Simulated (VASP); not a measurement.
Here is a VASP 6.6.1 calculation.

File INCAR:

```
SYSTEM = SnO2
  PREC = Accurate
  ENCUT = 520
  EDIFF = 1E-7
  ISMEAR = 0
  SIGMA = 0.05
  LREAL = .FALSE.
  LASPH = .TRUE.
  NELM = 80
  ALGO = Normal
  ISIF = 2
  LWAVE = .FALSE.
  LCHARG = .FALSE.
  GGA = PE
  IVDW = 12
  NBANDS = 49
```

Contents of KPOINTS:

```
regular mesh
0
G
  9 9 2
  0 0 0
```

File POSCAR:

```
SnO2
1.0
   -3.2372529198      0.0000000000      0.0000000000
   -1.6186264599     -2.8035432670      0.0000000000
   -2.4279396898     -1.4017716336     15.6754773976
Sn O
3 6
Direct
    0.4613292487      0.4613292487      0.4106748359
    0.9315587572     -0.0684412428      0.1368824855
   -0.0089002598     -0.0089002598      0.6844671862
    0.5666297791      0.5666297791      0.2000737752
    0.6261707621     -0.3738292379      0.7476584759
    0.0964002706      0.0964002706      0.4738661255
    0.3560287184      0.3560287184      0.6212758966
    0.8262582269     -0.1737417731      0.3474835462
    0.2964877354      0.2964877354      0.0736911959
```

Potentials or basis: VASP PAW PBE potentials, release 64 (Sn_d, O).

Command:

```sh
$ cat potpaw_PBE.64/Sn_d/POTCAR potpaw_PBE.64/O/POTCAR > POTCAR
$ mpirun -np 1 vasp_std > vasp.out
```

What does it give for the largest force?

0.248 eV/Å.

Predict the band gap on the k mesh.

1.93 eV, indirect (least direct gap 2.10 eV).

Estimate the pressure.

0.4 GPa.

What does it give for the dispersion energy per atom?

-0.175 eV.

Stress tensor (GPa, compression positive):
```
0.34 0.00 0.00
0.00 0.34 0.00
0.00 0.00 0.50
```

Caveat: spin-orbit coupling is left out, which moves the levels of the heavy elements. A k mesh can miss the band edges.
